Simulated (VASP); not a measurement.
# ReSb2 (P-3m1) in VASP: relaxation of shape and atoms at fixed volume with PBEsol

Aim: the relaxation of shape and atoms at fixed volume of ReSb2 with PBEsol.

Program: VASP 6.6.1. These are calculated values, not measurements. Logs are shortened: lines on timing, memory, paths and dates and some standing lists are left out, and cuts for length are marked.

### Step 1. The cell of the first run

It takes space group P-3m1 (No. 164, trigonal). The conventional cell has a = 3.362 Å, b = 3.362 Å, c = 6.336 Å, α = 90.00°, β = 90.00°, γ = 120.00°. Re (site symmetry -3m) has 6 Sb at 2.68 Å and 6 Re at 3.36 Å within 3.5 Å. Sb (site symmetry 3m) has 3 Re at 2.68 Å and 9 Sb at 3.28 to 3.36 Å within 3.5 Å.

### Step 2. Relaxation of shape and atoms at fixed volume, PBEsol (volume scaled by 0.960)

INCAR

```
SYSTEM = ReSb2
PREC     = Accurate       ! precision mode
ENCUT    = 600            ! plane-wave cutoff, eV
EDIFF    = 1E-7           ! SCF threshold, eV
ISMEAR   = 0              ! smearing method
SIGMA    = 0.05           ! smearing width, eV
LREAL    = .FALSE.        ! projectors in reciprocal space
LASPH    = .TRUE.         ! aspherical terms in the spheres
NELM     = 100            ! most SCF steps
ALGO     = Normal         ! electronic algorithm
ISIF     = 4              ! what is computed and relaxed
LWAVE    = .FALSE.        ! write WAVECAR
LCHARG   = .FALSE.        ! write CHGCAR
GGA      = PS             ! functional
IBRION   = 2              ! ionic algorithm
NSW      = 60             ! ionic steps
EDIFFG   = -0.01          ! ionic threshold
```

KPOINTS

```
regular mesh
0
G
  10 10 6
  0 0 0
```

POSCAR

```
ReSb2
1.0
    3.3617502786      0.0000000000      0.0000000000
   -1.6808751393      2.9113611425      0.0000000000
    0.0000000000      0.0000000000      6.3359150203
Re Sb
1 2
Direct
    0.0000000000      0.0000000000      0.0000000000
    0.3333333333      0.6666666667      0.2916693443
    0.6666666667      0.3333333333      0.7083306557
```

Potentials or basis: VASP PAW PBE potentials, release 64 (Re, Sb).

The run is started by

```sh
$ cat potpaw_PBE.64/Re/POTCAR potpaw_PBE.64/Sb/POTCAR > POTCAR
$ mpirun -np 1 vasp_std > vasp.out
```

OUTCAR:

```text
SYSTEM = ReSb2
   PREC = Accurate
   ENCUT = 600
   EDIFF = 1E-7
   ISMEAR = 0
   LREAL = .FALSE.
   LASPH = .TRUE.
   NELM = 100
   ISIF = 4
   GGA = PS
   IBRION = 2
   NSW = 60
   EDIFFG = -0.01

 ion  position               nearest neighbor table
   1  0.000  0.000  0.000-   2 2.68   3 2.68   3 2.68   2 2.68   3 2.68   2 2.68
   2  0.333  0.667  0.292-   1 2.68   1 2.68   1 2.68   3 3.28   3 3.28   3 3.28
   3  0.667  0.333  0.708-   1 2.68   1 2.68   1 2.68   2 3.28   2 3.28   2 3.28

  LATTYP: Found a hexagonal cell.
 ALAT       =     3.3617502786
 C/A-ratio  =     1.8847072195

  Lattice vectors:

 A1 = (   3.3617502786,   0.0000000000,   0.0000000000)
 A2 = (  -1.6808751393,   2.9113611425,   0.0000000000)
 A3 = (   0.0000000000,   0.0000000000,   6.3359150203)

Analysis of symmetry for initial positions (statically):
=====================================================================
 Subroutine PRICEL returns:
 Original cell was already a primitive cell.

 Routine SETGRP: Setting up the symmetry group for a
 hexagonal supercell.

 Subroutine GETGRP returns: Found 12 space group operations
 (whereof 12 operations were pure point group operations)
 out of a pool of 24 trial point group operations.

The static configuration has the point symmetry D_3d.

Analysis of symmetry for dynamics (positions and initial velocities):
=====================================================================
 Subroutine PRICEL returns:
 Original cell was already a primitive cell.

 Routine SETGRP: Setting up the symmetry group for a
 hexagonal supercell.

 Subroutine GETGRP returns: Found 12 space group operations
 (whereof 12 operations were pure point group operations)
 out of a pool of 24 trial point group operations.

The dynamic configuration has the point symmetry D_3d.

 Subroutine INISYM returns: Found 12 space group operations
 (whereof 12 operations are pure point group operations),
 and found     1 'primitive' translations

----------------------------------------------------------------------------------------

                                     Primitive cell

  volume of cell :      62.0113

  direct lattice vectors                    reciprocal lattice vectors
     3.361750279  0.000000000  0.000000000     0.297464094  0.171740975  0.000000000
    -1.680875139  2.911361143  0.000000000     0.000000000  0.343481949  0.000000000
     0.000000000  0.000000000  6.335915020     0.000000000  0.000000000  0.157830400

  length of vectors
     3.361750279  3.361750279  6.335915020     0.343481949  0.343481949  0.157830400

  position of ions in fractional coordinates (direct lattice)
     0.000000000  0.000000000  0.000000000
     0.333333333  0.666666667  0.291669344
     0.666666667  0.333333333  0.708330656

  ion indices of the primitive-cell ions
   primitive index   ion index
                 1           1
                 2           2
                 3           3

----------------------------------------------------------------------------------------

 KPOINTS: regular mesh

Automatic generation of k-mesh.
 Grid dimensions read from file:
 generate k-points for:   10   10    6

 Generating k-lattice:

  Cartesian coordinates                     Fractional coordinates (reciprocal lattice)
     0.029746409  0.017174097  0.000000000     0.100000000  0.000000000  0.000000000
     0.000000000  0.034348195  0.000000000     0.000000000  0.100000000  0.000000000
     0.000000000  0.000000000  0.026305067     0.000000000  0.000000000  0.166666667

  Length of vectors
     0.034348195  0.034348195  0.026305067

  Shift w.r.t. Gamma in fractional coordinates (k-lattice)
     0.000000000  0.000000000  0.000000000

 Subroutine IBZKPT returns following result:
 ===========================================

 Found     72 irreducible k-points:

 Following reciprocal coordinates:
            Coordinates               Weight
  0.000000  0.000000  0.000000      1.000000
  0.100000  0.000000  0.000000      6.000000
  0.200000  0.000000  0.000000      6.000000
  0.300000  0.000000  0.000000      6.000000
  0.400000  0.000000  0.000000      6.000000
  0.500000  0.000000  0.000000      3.000000
[... 16 lines left out ...]
  0.000000  0.400000  0.166667      6.000000
  0.500000  0.000000  0.166667      6.000000
 [... further k-points ...]
   k-points           NKPTS =     72   k-points in BZ     NKDIM =     72   number of bands    NBANDS=     12
   number of dos      NEDOS =    301   number of ions     NIONS =      3
   total plane-waves  NPLWV =  42336
   dimension x,y,z NGX =    28 NGY =   28 NGZ =   54
   dimension x,y,z NGXF=    56 NGYF=   56 NGZF=  108
   ions per type =               1   2
   NGX,Y,Z   is equivalent  to a cutoff of  13.85, 13.85, 14.17 a.u.
   NGXF,Y,Z  is equivalent  to a cutoff of  27.69, 27.69, 28.34 a.u.
 SYSTEM =  ReSb2
   PREC   = accura    normal or accurate (medium, high low for compatibility)
   ISTART =      0    job   : 0-new  1-cont  2-samecut
   ICHARG =      2    charge: 1-file 2-atom 10-const
   ISPIN  =      1    spin polarized calculation?
   LNONCOLLINEAR =      F non collinear calculations
   LSORBIT =      F    spin-orbit coupling
   LASPH  =      T    aspherical Exc in radial PAW
   ENCUT  =  600.0 eV  44.10 Ry    6.64 a.u.   6.71  6.71 12.65*2*pi/ulx,y,z
   NELM   =    100;   NELMIN=  2; NELMDL= -5     # of ELM steps
   EDIFF  = 0.1E-06   stopping-criterion for ELM
   LREAL  =      F    real-space projection
   EDIFFG = -.1E-01   stopping-criterion for IOM
   NSW    =     60    number of steps for IOM
   IBRION =      2    ionic relax: 0-MD 1-quasi-New 2-CG
   NFREE  =      1    steps in history (QN), initial steepest desc. (CG)
   ISIF   =      4    stress and relaxation
   ISYM   =      2    0-nonsym 1-usesym 2-fastsym
   POTIM  = 0.5000    time-step for ionic-motion
   TEBEG  =    0.0;   TEEND  =   0.0 temperature during run
   PSTRESS=    0.0 pullay stress
   NELECT =      17.0000    total number of electrons
   NUPDOWN=      -1.0000    fix difference up-down
   EMIN   =  10.00;   EMAX   =-10.00  energy-range for DOS
   EFERMI =   0.00;   METHOD = LEGACY
   ISMEAR =     0;   SIGMA  =   0.05  broadening in eV -4-tet -1-fermi 0-gaus
   EFERMI_NEDOS =   21; number of points for ismear=-14 and -15
   IALGO  =     38    algorithm
   IMIX   =      4    mixing-type and parameters
     AMIX     =   0.40;   BMIX     =  1.00
     AMIX_MAG =   1.60;   BMIX_MAG =  1.00
  volume/ion in A,a.u.               =      20.67       139.49
  Fermi-wavevector in a.u.,A,eV,Ry     =   1.063492  2.009708 15.388393  1.131015
  Thomas-Fermi vector in A             =   2.198979
   LORBIT       =      0    0 simple, 1 ext, 2 COOP (PROOUT), +10 PAW based schemes
   GGA     = PS    functional components
   LHFCALC =     F    Hartree Fock is set to
   AEXX    =    0.0000 exact exchange contribution
   IVDW    =     0    specifies the selected vdW correction
   LEPSILON=     F    determine dielectric tensor
   LRPA    =     F    only Hartree local field effects (RPA)
 conjugate gradient relaxation of ions
 non-spin polarized calculation
 Gauss-broadening in eV      SIGMA  =   0.05
  energy-cutoff  :      600.00
  volume of cell :       62.01
 maximum number of plane-waves:      2094
 NGX is ok and might be reduce to    28
   NGX = 13   NGY = 13   NGZ = 25

--------------------------------------- Ionic step        1  -------------------------------------------

 number of electron      16.9999999 magnetization

 Free energy of the ion-electron system (eV)
  ---------------------------------------------------
  ext. energy  EPLUGINS =         0.00000000
  ---------------------------------------------------
  free energy    TOTEN  =       -21.35423609 eV

  energy without entropy =      -21.35106003  energy(sigma->0) =      -21.35264806

------------------------ aborting loop because EDIFF is reached ----------------------------------------

  FORCE on cell =-STRESS in cart. coord.  units (eV):
  Direction    XX          YY          ZZ          XY          YZ          ZX
  --------------------------------------------------------------------------------------
  -------------------------------------------------------------------------------------
  Total        1.8481392      1.8481392      2.0320961      0.0000000     -0.0000000      0.0000000
  in kB       47.7501117     47.7501117     52.5029788      0.0000000     -0.0000000      0.0000000
  external PRESSURE =      49.3344008 kB  Pullay stress =       0.0000000 kB
[... 133 lines left out ...]
  energy  without entropy=      -21.3555878842  energy(sigma->0) =      -21.35705366

--------------------------------------- Ionic step        5  -------------------------------------------

 number of electron      17.0000000 magnetization

 Free energy of the ion-electron system (eV)
  ---------------------------------------------------
  ext. energy  EPLUGINS =         0.00000000
  ---------------------------------------------------
  free energy    TOTEN  =       -21.35867884 eV

  energy without entropy =      -21.35569244  energy(sigma->0) =      -21.35718564

 E-fermi :   9.5947     XC(G=0): -11.5587

 val. band max:        9.5744875545   @ k =   0.3000   0.2000   0.0000
 cond. band min:       9.6054202878   @ k =  -0.1000   0.3000   0.3333
 fundamental gap:      0.0309327333
 Fermi energy:         9.5946538773

 k-point     1 :       0.0000    0.0000    0.0000
  band No.  band energies     occupation
      1      -3.9329      2.00000
      2      -0.9504      2.00000
      3       2.0431      2.00000
      4       7.1544      2.00000
      5       7.1544      2.00000
      6       7.3109      2.00000
      7       8.5907      2.00000
      8       8.5907      2.00000
      9      11.6368      0.00000
     10      13.8175      0.00000
     11      13.8175      0.00000
     12      14.5249      0.00000
[... 331 lines left out ...]
 k-point    24 :       0.5000    0.0000    0.1667
  band No.  band energies     occupation
      1      -0.2647      2.00000
      2       0.3236      2.00000
      3       2.7757      2.00000
      4       4.3866      2.00000
      5       5.9676      2.00000
      6       6.6804      2.00000
      7       7.0110      2.00000
      8       8.6117      2.00000
      9       9.9084      0.00000
     10      10.3224      0.00000
     11      10.8715      0.00000
     12      11.7605      0.00000

 [... further k-points ...]
[... 5 lines left out ...]
  --------------------------------------------------------------------------------------
  -------------------------------------------------------------------------------------
  Total        1.5193948      1.5193948      1.5177591      0.0000000      0.0000000      0.0000000
  in kB       39.2563881     39.2563881     39.2141278      0.0000000      0.0000000      0.0000000
  external PRESSURE =      39.2423013 kB  Pullay stress =       0.0000000 kB
[... 18 lines left out ...]
  FREE ENERGIE OF THE ION-ELECTRON SYSTEM (eV)
  ---------------------------------------------------
  free  energy   TOTEN  =       -21.3586788398 eV

  energy  without entropy=      -21.3556924405  energy(sigma->0) =      -21.35718564

 reached required accuracy - stopping structural energy minimisation
```

It took 97 s on 1 thread of Intel Xeon 6975P-C (Granite Rapids), shared host; peak memory 0.25 GiB.

Results:

```
Free energy                  : -21.3587 eV
Energy gained by relaxing    : 1.5 meV/atom
Ionic steps                  : 5
Pressure after relaxing      : 3.9 GPa
Largest force after relaxing : 0.003 eV/Å
```

Forces on the atoms (eV/Å):
```
Re   0.000  0.000  0.000
Sb   0.000  0.000  0.003
Sb   0.000  0.000 -0.003
```

The path:
| step | energy change (eV) | largest force (eV/Å) | pressure (GPa) | volume (Å³) |
| --- | --- | --- | --- | --- |
| 1 | 0.0000 | 0.2759 | 4.93 | 62.01 |
| 2 | -0.0039 | 0.0202 | 4.00 | 62.01 |
| 3 | -0.0040 | 0.0144 | 3.98 | 62.01 |
| 4 | -0.0043 | 0.0097 | 3.96 | 62.01 |
| 5 | -0.0044 | 0.0031 | 3.92 | 62.01 |

Final structure:
```
Re Sb
1.0
     3.36601    0.00000    0.00000
    -1.68300    2.91505    0.00000
     0.00000    0.00000    6.31989
Re Sb
1 2
Direct
  0.00000 0.00000 0.00000
  0.33333 0.66667 0.29434
  0.66667 0.33333 0.70566
```

Levels at points of the mesh, in eV from the Fermi level:
| k point | band 6 | band 7 | band 8 | band 9 | band 10 | band 11 |
| --- | --- | --- | --- | --- | --- | --- |
| (0.00, 0.00, 0.00) | -2.28 | -1.00 | -1.00 | 2.04 | 4.22 | 4.22 |
| (0.50, 0.00, 0.00) | -2.82 | -2.50 | -1.31 | 0.04 | 0.73 | 1.08 |
| (0.00, 0.00, 0.50) | -2.39 | -1.01 | -1.01 | 0.51 | 3.33 | 3.33 |
| (0.50, 0.00, 0.50) | -2.79 | -2.79 | 0.27 | 0.73 | 1.46 | 1.52 |

Caveat: the cell differs from its parent crystal (volume scaled by 0.960); the PAW data sets were made with another functional, which shifts forces and pressure a little; spin-orbit coupling is left out, which moves the levels of the heavy elements.
